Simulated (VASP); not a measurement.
CsH, 2 atoms in the cell. Symmetry: Fm-3m, No. 225, cubic system. The conventional cell has a = 4.926 Å, b = 4.926 Å, c = 4.926 Å, α = 90.00°, β = 90.00°, γ = 90.00°. Within 3.3 Å of Cs (site symmetry m-3m) lie 6 H at 2.46 Å. H (site symmetry m-3m) has 6 Cs at 2.46 Å within 3.3 Å. 

| Property | Result |
| --- | --- |
| Program | VASP 6.6.1 |
| Task | relaxation of cell and atoms |
| Functional | r2SCAN |
| Potentials or basis | VASP PAW PBE potentials, release 64 (Cs_sv, H) |
| Cutoff | 600 eV |
| k mesh | 10 × 10 × 10 |
| Occupations | gaussian, width 0.02 eV |
| Spin | no spin polarisation |
| Target pressure | 50 GPa |
| Dipole correction | no |
| Further INCAR settings | ALGO = Normal; EDIFF = 1e-06; IBRION = 2; EDIFFG = -0.008; NSW = 70; ISIF = 3 |

Potentials or basis: VASP PAW PBE potentials, release 64 (Cs_sv, H).

Launch:

```bash
$ cat potpaw_PBE.64/Cs_sv/POTCAR potpaw_PBE.64/H/POTCAR > POTCAR
$ cp INCAR.step1 INCAR
$ mpirun -np 1 vasp_std > vasp.out
$ cp INCAR.step2 INCAR
$ mpirun -np 1 vasp_std > vasp.out
```

Hardware: 1 thread of Oxide Virtual Turin-like Processor (shared host).

How long does it take, and how much memory?

Wall time 4.6 min on 1 thread of Oxide Virtual Turin-like Processor (shared host), peak memory 0.15 GiB. Counts: k points 47, ion steps 4.
